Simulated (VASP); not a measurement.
# MgSe (Fm-3m) in VASP: a series of runs

MgSe is run at these levels: PBE; tasks: single point.

Program: VASP 6.6.1. These are calculated values, not measurements. Logs are shortened: lines on timing, memory, paths and dates and some standing lists are left out, and cuts for length are marked.

## Step 1: The cell of the first run

It takes space group Fm-3m (No. 225, cubic). Conventional cell: a = 5.181 Å, b = 5.181 Å, c = 5.181 Å, α = 90.00°, β = 90.00°, γ = 90.00°. Mg (site symmetry m-3m) has 6 Se at 2.59 Å within 3.4 Å. Se (site symmetry m-3m) has 6 Mg at 2.59 Å within 3.4 Å.

## Step 2: Single point, PBE

INCAR

```
SYSTEM = MgSe
  PREC = Accurate
  ENCUT = 600
  EDIFF = 1E-6
  ISMEAR = 0
  SIGMA = 0.1
  LREAL = .False.
  LASPH = .True.
  NELM = 120
  ALGO = Normal
  ISIF = 2
  LWAVE = .False.
  LCHARG = .False.
  GGA = PE
  NBANDS = 11
  GGA_COMPAT = .False.
```

KPOINTS

```
regular mesh
0
Gamma
  4 4 4
  0 0 0
```

POSCAR

```
MgSe
1.0
    0.0000000000      2.5905845796      2.5905845796
    2.5905845796      0.0000000000      2.5905845796
    2.5905845796      2.5905845796      0.0000000000
Mg Se
1 1
Direct
    0.0000000000      0.0000000000      0.0000000000
    0.5000000000      0.5000000000      0.5000000000
```

Potentials or basis: VASP PAW PBE potentials, release 64 (Mg, Se).

On the command line:

```
$ cat potpaw_PBE.64/Mg/POTCAR potpaw_PBE.64/Se/POTCAR > POTCAR
$ mpirun -np 1 vasp_std > vasp.out
```

OUTCAR:

```text
SYSTEM = MgSe
   PREC = Accurate
   ENCUT = 600
   EDIFF = 1E-6
   ISMEAR = 0
   LREAL = .False.
   LASPH = .True.
   NELM = 120
   ISIF = 2
   GGA = PE

 ion  position               nearest neighbor table
   1  0.000  0.000  0.000-   2 2.59   2 2.59   2 2.59   2 2.59   2 2.59   2 2.59
   2  0.500  0.500  0.500-   1 2.59   1 2.59   1 2.59   1 2.59   1 2.59   1 2.59

  LATTYP: Found a face centered cubic cell.
 ALAT       =     5.1811691592

  Lattice vectors:

 A1 = (   0.0000000000,   2.5905845796,   2.5905845796)
 A2 = (   2.5905845796,   0.0000000000,   2.5905845796)
 A3 = (   2.5905845796,   2.5905845796,   0.0000000000)

Analysis of symmetry for initial positions (statically):
=====================================================================
 Subroutine PRICEL returns:
 Original cell was already a primitive cell.

 Routine SETGRP: Setting up the symmetry group for a
 face centered cubic supercell.

 Subroutine GETGRP returns: Found 48 space group operations
 (whereof 48 operations were pure point group operations)
 out of a pool of 48 trial point group operations.

The static configuration has the point symmetry O_h .

Analysis of symmetry for dynamics (positions and initial velocities):
=====================================================================
 Subroutine PRICEL returns:
 Original cell was already a primitive cell.

 Routine SETGRP: Setting up the symmetry group for a
 face centered cubic supercell.

 Subroutine GETGRP returns: Found 48 space group operations
 (whereof 48 operations were pure point group operations)
 out of a pool of 48 trial point group operations.

The dynamic configuration has the point symmetry O_h .

 Subroutine INISYM returns: Found 48 space group operations
 (whereof 48 operations are pure point group operations),
 and found     1 'primitive' translations

----------------------------------------------------------------------------------------

                                     Primitive cell

  volume of cell :      34.7715

  direct lattice vectors                    reciprocal lattice vectors
     0.000000000  2.590584580  2.590584580    -0.193006630  0.193006630  0.193006630
     2.590584580  0.000000000  2.590584580     0.193006630 -0.193006630  0.193006630
     2.590584580  2.590584580  0.000000000     0.193006630  0.193006630 -0.193006630

  length of vectors
     3.663639847  3.663639847  3.663639847     0.334297290  0.334297290  0.334297290

  position of ions in fractional coordinates (direct lattice)
     0.000000000  0.000000000  0.000000000
     0.500000000  0.500000000  0.500000000
[... 70 lines left out ...]
   PSTRESS=    0.0 pullay stress
   NELECT =       8.0000    total number of electrons
   NUPDOWN=      -1.0000    fix difference up-down
   EMIN   =  10.00;   EMAX   =-10.00  energy-range for DOS
   EFERMI =   0.00;   METHOD = LEGACY
   ISMEAR =     0;   SIGMA  =   0.10  broadening in eV -4-tet -1-fermi 0-gaus
   EFERMI_NEDOS =   21; number of points for ismear=-14 and -15
   IALGO  =     38    algorithm
   IMIX   =      4    mixing-type and parameters
     AMIX     =   0.40;   BMIX     =  1.00
     AMIX_MAG =   1.60;   BMIX_MAG =  1.00
  volume/ion in A,a.u.               =      17.39       117.32
  Fermi-wavevector in a.u.,A,eV,Ry     =   1.003145  1.895669 13.691542  1.006300
  Thomas-Fermi vector in A             =   2.135678
   LORBIT       =      0    0 simple, 1 ext, 2 COOP (PROOUT), +10 PAW based schemes
   GGA     = PE    functional components
   LHFCALC =     F    Hartree Fock is set to
   AEXX    =    0.0000 exact exchange contribution
   IVDW    =     0    specifies the selected vdW correction
   LEPSILON=     F    determine dielectric tensor
   LRPA    =     F    only Hartree local field effects (RPA)
 non-spin polarized calculation
 Gauss-broadening in eV      SIGMA  =   0.10
  energy-cutoff  :      600.00
  volume of cell :       34.77
 maximum number of plane-waves:      1211
 NGX is ok and might be reduce to    30
   NGX = 15   NGY = 15   NGZ = 15

 number of electron       8.0000000 magnetization

 Free energy of the ion-electron system (eV)
  ---------------------------------------------------
  ext. energy  EPLUGINS =         0.00000000
  ---------------------------------------------------
  free energy    TOTEN  =        -7.10109382 eV

  energy without entropy =       -7.10109382  energy(sigma->0) =       -7.10109382

 E-fermi :   5.1023     XC(G=0): -10.1105

 val. band max:        4.6723032393   @ k =   0.0000   0.0000   0.0000
 cond. band min:       6.6911576040   @ k =   0.5000   0.5000   0.0000
 fundamental gap:      2.0188543647
 Fermi energy:         5.1022590090

 k-point     1 :       0.0000    0.0000    0.0000
  band No.  band energies     occupation
      1      -9.2282      2.00000
      2       4.6723      2.00000
      3       4.6723      2.00000
      4       4.6723      2.00000
      5       8.4071      0.00000
      6      11.9541      0.00000
      7      11.9541      0.00000
      8      11.9541      0.00000
      9      14.8704      0.00000
     10      14.8704      0.00000
     11      15.7584      0.00000
[... 85 lines left out ...]
 k-point     8 :      -0.2500    0.5000    0.2500
  band No.  band energies     occupation
      1      -7.1836      2.00000
      2       0.5854      2.00000
      3       0.5854      2.00000
      4       1.6033      2.00000
      5       9.7884      0.00000
      6      12.1871      0.00000
      7      12.4075      0.00000
      8      12.4075      0.00000
      9      19.2305      0.00000
     10      19.2305      0.00000
     11      20.7728      0.00000

------------------------ aborting loop because EDIFF is reached ----------------------------------------

  FORCE on cell =-STRESS in cart. coord.  units (eV):
  Direction    XX          YY          ZZ          XY          YZ          ZX
  --------------------------------------------------------------------------------------
  -------------------------------------------------------------------------------------
  Total        3.6641583      3.6641583      3.6641583      0.0000000      0.0000000     -0.0000000
  in kB      168.8346117    168.8346117    168.8346117      0.0000000      0.0000000     -0.0000000
  external PRESSURE =     168.8346117 kB  Pullay stress =       0.0000000 kB

 VOLUME and BASIS-vectors are now :
 -----------------------------------------------------------------------------
  energy-cutoff  :      600.00
  volume of cell :       34.77
      direct lattice vectors                 reciprocal lattice vectors
     0.000000000  2.590584580  2.590584580    -0.193006630  0.193006630  0.193006630
     2.590584580  0.000000000  2.590584580     0.193006630 -0.193006630  0.193006630
     2.590584580  2.590584580  0.000000000     0.193006630  0.193006630 -0.193006630

 POSITION                                       TOTAL-FORCE (eV/Angst)
 -----------------------------------------------------------------------------------
      0.00000      0.00000      0.00000        -0.000000     -0.000000     -0.000000
      2.59058      2.59058      2.59058         0.000000      0.000000      0.000000
 -----------------------------------------------------------------------------------
    total drift:                               -0.000000     -0.000000      0.000000

  FREE ENERGIE OF THE ION-ELECTRON SYSTEM (eV)
  ---------------------------------------------------
  free  energy   TOTEN  =        -7.1010938235 eV

  energy  without entropy=       -7.1010938234  energy(sigma->0) =       -7.10109382
```

OSZICAR:

```text
N       E                     dE             d eps       ncg     rms          rms(c)
DAV:   1     0.275997727609E+02    0.27600E+02   -0.37673E+03   184   0.668E+02
DAV:   2    -0.582244350074E+01   -0.33422E+02   -0.31621E+02   211   0.106E+02
DAV:   3    -0.737039594698E+01   -0.15480E+01   -0.15441E+01   215   0.242E+01
DAV:   4    -0.737771994644E+01   -0.73240E-02   -0.73234E-02   197   0.196E+00
DAV:   5    -0.737775874890E+01   -0.38802E-04   -0.38802E-04   205   0.149E-01    0.333E+00
DAV:   6    -0.714362258416E+01    0.23414E+00   -0.35109E-01   191   0.242E+00    0.221E+00
DAV:   7    -0.710060022801E+01    0.43022E-01   -0.20508E-01   203   0.196E+00    0.103E+00
DAV:   8    -0.710111906841E+01   -0.51884E-03   -0.75701E-03   191   0.495E-01    0.234E-01
DAV:   9    -0.710107851160E+01    0.40557E-04   -0.17111E-04   194   0.787E-02    0.879E-02
DAV:  10    -0.710109528243E+01   -0.16771E-04   -0.50386E-05   197   0.376E-02    0.181E-02
DAV:  11    -0.710109364004E+01    0.16424E-05   -0.10745E-05   205   0.138E-02    0.336E-03
DAV:  12    -0.710109382346E+01   -0.18342E-06   -0.34314E-07   106   0.368E-03
   1 F= -.71010938E+01 E0= -.71010938E+01  d E =-.247691E-10
```

It took 13 s on 1 thread of Intel Xeon 8259CL, shared host; peak memory 0.16 GiB.

What came out:

* Free energy: -7.1011 eV
* Pressure: 16.9 GPa
* Band gap on the k mesh: 2.02 eV, indirect (least direct gap 3.73 eV)

Levels at points of the mesh, in eV from the valence-band top:
| k point | band 1 | band 2 | band 3 | band 4 | band 5 | band 6 | band 7 | band 8 |
| --- | --- | --- | --- | --- | --- | --- | --- | --- |
| (0.00, 0.00, 0.00) | -13.90 | 0.00 | 0.00 | 0.00 | 3.73 | 7.28 | 7.28 | 7.28 |
| (0.50, 0.00, 0.00) | -12.37 | -5.88 | -0.79 | -0.79 | 3.98 | 6.23 | 6.23 | 9.65 |
| (0.50, 0.50, 0.00) | -11.91 | -5.18 | -2.21 | -2.21 | 2.02 | 3.42 | 13.21 | 13.31 |

Caveat: the k points lie up to 0.53 Å⁻¹ apart. PBE gaps usually lie below the measured ones, often by a third to a half.

## Step 3: Single point, PBE

This run uses another cell than the first one, of 20.43 Å³/atom, 1.175 times its volume.

INCAR

```
ALGO = Normal
EDIFF = 1E-6
ENCUT = 600
GGA = PE
GGA_COMPAT = F
ISIF = 2
ISMEAR = 0
LASPH = T
LCHARG = F
LREAL = F
LWAVE = F
NBANDS = 11
NELM = 120
PREC = Accurate
SIGMA = 0.1
```

KPOINTS

```
k-points
0
Gamma
  4 4 4
```

POSCAR

```
MgSe
1.0
    0.0000000000      2.7337235204      2.7337235204
    2.7337235204      0.0000000000      2.7337235204
    2.7337235204      2.7337235204      0.0000000000
Mg Se
1 1
Direct
    0.0000000000      0.0000000000      0.0000000000
    0.5000000000      0.5000000000      0.5000000000
```

Potentials or basis: VASP PAW PBE potentials, release 64 (Mg, Se).

On the command line:

```
$ cat potpaw_PBE.64/Mg/POTCAR potpaw_PBE.64/Se/POTCAR > POTCAR
$ mpirun -np 1 vasp_std > vasp.out
```

Wall time 12 s (1 thread of Intel Xeon 8259CL, shared host); peak memory 0.17 GiB.

The run converged. Its results:

```
Free energy            : -7.4175 eV
Pressure               : 1.7 GPa
Band gap on the k mesh : 1.75 eV, indirect (least direct gap 2.52 eV)
```

Levels at points of the mesh, in eV from the valence-band top:
```tsv
k point	band 1	band 2	band 3	band 4	band 5	band 6	band 7	band 8
(0.00, 0.00, 0.00)	-12.89	0.00	0.00	0.00	2.52	7.39	7.39	7.39
(0.50, 0.00, 0.00)	-11.79	-4.92	-0.57	-0.57	3.80	6.06	6.06	8.53
(0.50, 0.50, 0.00)	-11.47	-4.23	-1.77	-1.77	1.75	3.96	11.66	12.08
```

Caveat: the k points lie up to 0.50 Å⁻¹ apart.

## Step 4: Single point, PBE

This run uses another cell than the first one, of 20.43 Å³/atom, 1.175 times its volume.

INCAR

```
SYSTEM = MgSe
PREC = Accurate
ENCUT = 600
EDIFF = 1E-6
ISMEAR = 0
SIGMA = 0.1
LREAL = .FALSE.
LASPH = .TRUE.
NELM = 120
ALGO = Normal
ISIF = 2
LWAVE = .FALSE.
LCHARG = .TRUE.
GGA = PE
LELF = .TRUE.
LVHAR = .TRUE.
NBANDS = 11
GGA_COMPAT = .FALSE.
```

KPOINTS

```
regular mesh
0
G
  4 4 4
  0 0 0
```

POSCAR is that of step 3.

On the command line:

```
$ cat potpaw_PBE.64/Mg/POTCAR potpaw_PBE.64/Se/POTCAR > POTCAR
$ mpirun -np 1 vasp_std > vasp.out
```

Run time: 11 s. Hardware: 1 thread of Intel Xeon 8259CL, shared host; peak memory 0.17 GiB.

The run converged. Its results:

* Free energy: -7.4175 eV
* Pressure: 1.7 GPa
* Band gap on the k mesh: 1.75 eV, indirect (least direct gap 2.52 eV)

Levels at points of the mesh, in eV from the valence-band top:
```csv
k point,band 1,band 2,band 3,band 4,band 5,band 6,band 7,band 8
"(0.00, 0.00, 0.00)",-12.89,0.00,0.00,0.00,2.52,7.39,7.39,7.39
"(0.50, 0.00, 0.00)",-11.79,-4.92,-0.57,-0.57,3.80,6.06,6.06,8.53
"(0.50, 0.50, 0.00)",-11.47,-4.23,-1.77,-1.77,1.75,3.96,11.66,12.08
```

Caveat: the k points lie up to 0.50 Å⁻¹ apart. A k mesh can miss the band edges.
